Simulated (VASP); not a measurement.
# GaSb (sol) (F-43m) in VASP: single point with PBEsol

Aim: the single point of GaSb (sol) with PBEsol.

Everything below comes from runs of VASP 6.6.1. Logs are shortened: lines on timing, memory, paths and dates and some standing lists are left out, and cuts for length are marked.

## Step 1: The cell of the first run

Symmetry: F-43m, No. 216, cubic system. Conventional cell: a = 6.111 Å, b = 6.111 Å, c = 6.111 Å, α = 90.00°, β = 90.00°, γ = 90.00°. Within 3.5 Å of Ga (site symmetry -43m) lie 4 Sb at 2.65 Å. Within 3.5 Å of Sb (site symmetry -43m) lie 4 Ga at 2.65 Å.

## Step 2: Single point, PBEsol

Input file INCAR:

```
SYSTEM = GaSb
ALGO = Normal
EDIFF = 1E-6
ENCUT = 500
GGA = PS
GGA_COMPAT = .False.
ISIF = 2
ISMEAR = 0
LASPH = .True.
LCHARG = .False.
LREAL = .False.
LWAVE = .False.
NBANDS = 16
NELM = 120
PREC = Accurate
SIGMA = 0.1
```

Input file KPOINTS:

```
k-points
0
Gamma
  12 12 12
  0 0 0
```

Input file POSCAR:

```
GaSb
1.0
    0.0000000000      3.0556827778      3.0556827778
    3.0556827778      0.0000000000      3.0556827778
    3.0556827778      3.0556827778      0.0000000000
Ga Sb
1 1
Direct
    0.0000000000      0.0000000000      0.0000000000
    0.2500000000      0.2500000000      0.2500000000
```

Potentials or basis: VASP PAW PBE potentials, release 64 (Ga_d, Sb).

Run with:

```sh
$ cat potpaw_PBE.64/Ga_d/POTCAR potpaw_PBE.64/Sb/POTCAR > POTCAR
$ mpirun -np 1 vasp_std > vasp.out
```

OUTCAR:

```text
SYSTEM = GaSb
   EDIFF = 1E-6
   ENCUT = 500
   GGA = PS
   ISIF = 2
   ISMEAR = 0
   LASPH = .True.
   LREAL = .False.
   NELM = 120
   PREC = Accurate

 ion  position               nearest neighbor table
   1  0.000  0.000  0.000-   2 2.65   2 2.65   2 2.65   2 2.65
   2  0.250  0.250  0.250-   1 2.65   1 2.65   1 2.65   1 2.65

  LATTYP: Found a face centered cubic cell.
 ALAT       =     6.1113655556

  Lattice vectors:

 A1 = (   0.0000000000,   3.0556827778,   3.0556827778)
 A2 = (   3.0556827778,   0.0000000000,   3.0556827778)
 A3 = (   3.0556827778,   3.0556827778,   0.0000000000)

Analysis of symmetry for initial positions (statically):
=====================================================================
 Subroutine PRICEL returns:
 Original cell was already a primitive cell.

 Routine SETGRP: Setting up the symmetry group for a
 face centered cubic supercell.

 Subroutine GETGRP returns: Found 24 space group operations
 (whereof 24 operations were pure point group operations)
 out of a pool of 48 trial point group operations.

The static configuration has the point symmetry T_d .

Analysis of symmetry for dynamics (positions and initial velocities):
=====================================================================
 Subroutine PRICEL returns:
 Original cell was already a primitive cell.

 Routine SETGRP: Setting up the symmetry group for a
 face centered cubic supercell.

 Subroutine GETGRP returns: Found 24 space group operations
 (whereof 24 operations were pure point group operations)
 out of a pool of 48 trial point group operations.

The dynamic configuration has the point symmetry T_d .

 Subroutine INISYM returns: Found 24 space group operations
 (whereof 24 operations are pure point group operations),
 and found     1 'primitive' translations

----------------------------------------------------------------------------------------

                                     Primitive cell

  volume of cell :      57.0630

  direct lattice vectors                    reciprocal lattice vectors
     0.000000000  3.055682778  3.055682778    -0.163629551  0.163629551  0.163629551
     3.055682778  0.000000000  3.055682778     0.163629551 -0.163629551  0.163629551
     3.055682778  3.055682778  0.000000000     0.163629551  0.163629551 -0.163629551

  length of vectors
     4.321388027  4.321388027  4.321388027     0.283414695  0.283414695  0.283414695

  position of ions in fractional coordinates (direct lattice)
     0.000000000  0.000000000  0.000000000
     0.250000000  0.250000000  0.250000000

  ion indices of the primitive-cell ions
   primitive index   ion index
                 1           1
                 2           2

----------------------------------------------------------------------------------------

 KPOINTS: k-points

Automatic generation of k-mesh.
 Grid dimensions read from file:
 generate k-points for:   12   12   12

 Generating k-lattice:

  Cartesian coordinates                     Fractional coordinates (reciprocal lattice)
    -0.013635796  0.013635796  0.013635796     0.083333333  0.000000000  0.000000000
     0.013635796 -0.013635796  0.013635796     0.000000000  0.083333333  0.000000000
     0.013635796  0.013635796 -0.013635796     0.000000000  0.000000000  0.083333333

  Length of vectors
     0.023617891  0.023617891  0.023617891

  Shift w.r.t. Gamma in fractional coordinates (k-lattice)
     0.000000000  0.000000000  0.000000000

 Subroutine IBZKPT returns following result:
 ===========================================

 Found     72 irreducible k-points:

 Following reciprocal coordinates:
            Coordinates               Weight
  0.000000  0.000000  0.000000      1.000000
  0.083333  0.000000  0.000000      8.000000
  0.166667  0.000000  0.000000      8.000000
  0.250000  0.000000  0.000000      8.000000
  0.333333  0.000000  0.000000      8.000000
  0.416667  0.000000  0.000000      8.000000
[... 16 lines left out ...]
  0.500000  0.166667  0.000000     24.000000
 -0.416667  0.166667  0.000000     24.000000
 [... further k-points ...]
   k-points           NKPTS =     72   k-points in BZ     NKDIM =     72   number of bands    NBANDS=     16
   number of dos      NEDOS =    301   number of ions     NIONS =      2
   total plane-waves  NPLWV =  32768
   dimension x,y,z NGX =    32 NGY =   32 NGZ =   32
   dimension x,y,z NGXF=    64 NGYF=   64 NGZF=   64
   ions per type =               1   1
   NGX,Y,Z   is equivalent  to a cutoff of  12.31, 12.31, 12.31 a.u.
   NGXF,Y,Z  is equivalent  to a cutoff of  24.62, 24.62, 24.62 a.u.
 SYSTEM =  GaSb
   PREC   = accura    normal or accurate (medium, high low for compatibility)
   ISTART =      0    job   : 0-new  1-cont  2-samecut
   ICHARG =      2    charge: 1-file 2-atom 10-const
   ISPIN  =      1    spin polarized calculation?
   LNONCOLLINEAR =      F non collinear calculations
   LSORBIT =      F    spin-orbit coupling
   LASPH  =      T    aspherical Exc in radial PAW
   ENCUT  =  500.0 eV  36.75 Ry    6.06 a.u.   7.88  7.88  7.88*2*pi/ulx,y,z
   NELM   =    120;   NELMIN=  2; NELMDL= -5     # of ELM steps
   EDIFF  = 0.1E-05   stopping-criterion for ELM
   LREAL  =      F    real-space projection
   EDIFFG = 0.1E-04   stopping-criterion for IOM
   NSW    =      0    number of steps for IOM
   IBRION =     -1    ionic relax: 0-MD 1-quasi-New 2-CG
   NFREE  =      0    steps in history (QN), initial steepest desc. (CG)
   ISIF   =      2    stress and relaxation
   ISYM   =      2    0-nonsym 1-usesym 2-fastsym
   POTIM  = 0.5000    time-step for ionic-motion
   TEBEG  =    0.0;   TEEND  =   0.0 temperature during run
   PSTRESS=    0.0 pullay stress
   NELECT =      18.0000    total number of electrons
   NUPDOWN=      -1.0000    fix difference up-down
   EMIN   =  10.00;   EMAX   =-10.00  energy-range for DOS
   EFERMI =   0.00;   METHOD = LEGACY
   ISMEAR =     0;   SIGMA  =   0.10  broadening in eV -4-tet -1-fermi 0-gaus
   EFERMI_NEDOS =   21; number of points for ismear=-14 and -15
   IALGO  =     38    algorithm
   IMIX   =      4    mixing-type and parameters
     AMIX     =   0.40;   BMIX     =  1.00
     AMIX_MAG =   1.60;   BMIX_MAG =  1.00
  volume/ion in A,a.u.               =      28.53       192.54
  Fermi-wavevector in a.u.,A,eV,Ry     =   1.114416  2.105941 16.897393  1.241923
  Thomas-Fermi vector in A             =   2.251011
   LORBIT       =      0    0 simple, 1 ext, 2 COOP (PROOUT), +10 PAW based schemes
   GGA     = PS    functional components
   LHFCALC =     F    Hartree Fock is set to
   AEXX    =    0.0000 exact exchange contribution
   IVDW    =     0    specifies the selected vdW correction
   LEPSILON=     F    determine dielectric tensor
   LRPA    =     F    only Hartree local field effects (RPA)
 non-spin polarized calculation
 Gauss-broadening in eV      SIGMA  =   0.10
  energy-cutoff  :      500.00
  volume of cell :       57.06
 maximum number of plane-waves:      1464
   NGX = 15   NGY = 15   NGZ = 15

 number of electron      17.9999985 magnetization

 Free energy of the ion-electron system (eV)
  ---------------------------------------------------
  ext. energy  EPLUGINS =         0.00000000
  ---------------------------------------------------
  free energy    TOTEN  =        -8.15500835 eV

  energy without entropy =       -8.15488181  energy(sigma->0) =       -8.15494508

 E-fermi :   4.8218     XC(G=0):  -9.2812

 val. band max:        4.7771817167   @ k =   0.0000   0.0000   0.0000
 cond. band min:       5.1171834477   @ k =   0.5000   0.0000   0.0000
 fundamental gap:      0.3400017309
 Fermi energy:         4.8218349972

 k-point     1 :       0.0000    0.0000    0.0000
  band No.  band energies     occupation
      1     -10.2394      2.00000
      2     -10.2394      2.00000
      3     -10.2394      2.00000
      4     -10.1886      2.00000
      5     -10.1886      2.00000
      6      -6.7633      2.00000
[... 8 lines left out ...]
     15      13.3702      0.00000
     16      13.3702      0.00000

 k-point     2 :       0.0833    0.0000    0.0000
  band No.  band energies     occupation
      1     -10.2414      2.00000
      2     -10.2386      2.00000
      3     -10.2386      2.00000
      4     -10.1887      2.00000
      5     -10.1887      2.00000
      6      -6.6913      2.00000
[... 8 lines left out ...]
     15      12.8188      0.00000
     16      12.8188      0.00000

 k-point     3 :       0.1667    0.0000    0.0000
  band No.  band energies     occupation
      1     -10.2468      2.00000
      2     -10.2363      2.00000
      3     -10.2363      2.00000
      4     -10.1889      2.00000
      5     -10.1889      2.00000
      6      -6.4794      2.00000
[... 8 lines left out ...]
     15      12.3329      0.00000
     16      12.3329      0.00000

 k-point     4 :       0.2500    0.0000    0.0000
  band No.  band energies     occupation
      1     -10.2541      2.00000
      2     -10.2334      2.00000
      3     -10.2334      2.00000
      4     -10.1890      2.00000
      5     -10.1890      2.00000
      6      -6.1434      2.00000
[... 8 lines left out ...]
     15      12.3111      0.00000
     16      12.3111      0.00000
[... 324 lines left out ...]
 k-point    22 :       0.4167    0.1667    0.0000
  band No.  band energies     occupation
      1     -10.2688      2.00000
      2     -10.2269      2.00000
      3     -10.2254      2.00000
      4     -10.1925      2.00000
      5     -10.1871      2.00000
      6      -5.3421      2.00000
[... 8 lines left out ...]
     15      13.9331      0.00000
     16      14.6280      0.00000

 k-point    23 :       0.5000    0.1667    0.0000
  band No.  band energies     occupation
      1     -10.2714      2.00000
      2     -10.2262      2.00000
      3     -10.2246      2.00000
      4     -10.1915      2.00000
      5     -10.1876      2.00000
      6      -4.9893      2.00000
[... 8 lines left out ...]
     15      14.4732      0.00000
     16      14.6828      0.00000

 k-point    24 :      -0.4167    0.1667    0.0000
  band No.  band energies     occupation
      1     -10.2712      2.00000
      2     -10.2262      2.00000
      3     -10.2251      2.00000
      4     -10.1902      2.00000
      5     -10.1887      2.00000
      6      -4.9308      2.00000
[... 8 lines left out ...]
     15      13.4258      0.00000
     16      13.8174      0.00000

 [... further k-points ...]
[... 5 lines left out ...]
  --------------------------------------------------------------------------------------
  -------------------------------------------------------------------------------------
  Total        0.0322355      0.0322355      0.0322355      0.0000000      0.0000000      0.0000000
  in kB        0.9050881      0.9050881      0.9050881      0.0000000      0.0000000      0.0000000
  external PRESSURE =       0.9050881 kB  Pullay stress =       0.0000000 kB

 VOLUME and BASIS-vectors are now :
 -----------------------------------------------------------------------------
  energy-cutoff  :      500.00
  volume of cell :       57.06
      direct lattice vectors                 reciprocal lattice vectors
     0.000000000  3.055682778  3.055682778    -0.163629551  0.163629551  0.163629551
     3.055682778  0.000000000  3.055682778     0.163629551 -0.163629551  0.163629551
     3.055682778  3.055682778  0.000000000     0.163629551  0.163629551 -0.163629551

 POSITION                                       TOTAL-FORCE (eV/Angst)
 -----------------------------------------------------------------------------------
      0.00000      0.00000      0.00000         0.000000      0.000000      0.000000
      1.52784      1.52784      1.52784        -0.000000     -0.000000     -0.000000
 -----------------------------------------------------------------------------------
    total drift:                                0.000000      0.000000      0.000000

  FREE ENERGIE OF THE ION-ELECTRON SYSTEM (eV)
  ---------------------------------------------------
  free  energy   TOTEN  =        -8.1550083464 eV

  energy  without entropy=       -8.1548818149  energy(sigma->0) =       -8.15494508
```

Wall time 22 s (1 thread of Intel Xeon 6975P-C (Granite Rapids), shared host); peak memory 0.21 GiB.

Results:

```yaml
Free_energy: -8.1550 eV
Pressure: 0.1 GPa
```

Caveat: the PAW data sets were made with another functional, which shifts forces and pressure a little; spin-orbit coupling is left out, which moves the levels of the heavy elements.
